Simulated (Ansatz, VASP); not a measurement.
## Two plane-wave programs on As

```
As
1.0
     3.05490    0.00000    0.00000
    -1.52745    2.64562    0.00000
     0.00000    0.00000    4.76290
As
2
Direct
  0.33333 0.66667 0.25000
  0.66667 0.33333 0.75000
```

Alike in both runs: functional PBE; k mesh 16 × 16 × 9; occupations fermi-dirac, width 0.05 eV; non-collinear spin, spin-orbit coupling.

Ansatz relaxed the structure, and its values are those at the end. VASP's run is a single point on that final structure, the one shown.

|  | VASP | Ansatz |
| --- | --- | --- |
| version | VASP 6.6.1 | Ansatz 0.2.0 |
| potentials or method | VASP PAW PBE potentials, release 64 (As) | PAW with Ansatz's default frozen-core files, fully relativistic files with spin-orbit coupling |
| plane-wave cutoff (eV) | 520 | 420 |
| valence electrons in the cell | 10 | 30 |

```csv
,VASP,Ansatz,Ansatz less VASP
pressure (GPa),0.0,0.0,-0.05
net moment per atom (μB),0.00,0.00,0.000
```

The functional is the same, so the differences come from potentials, cutoffs and numerics. VASP's potentials hold 10 valence electrons a cell and Ansatz's 30, so a difference there can come from the potentials and not from the codes.
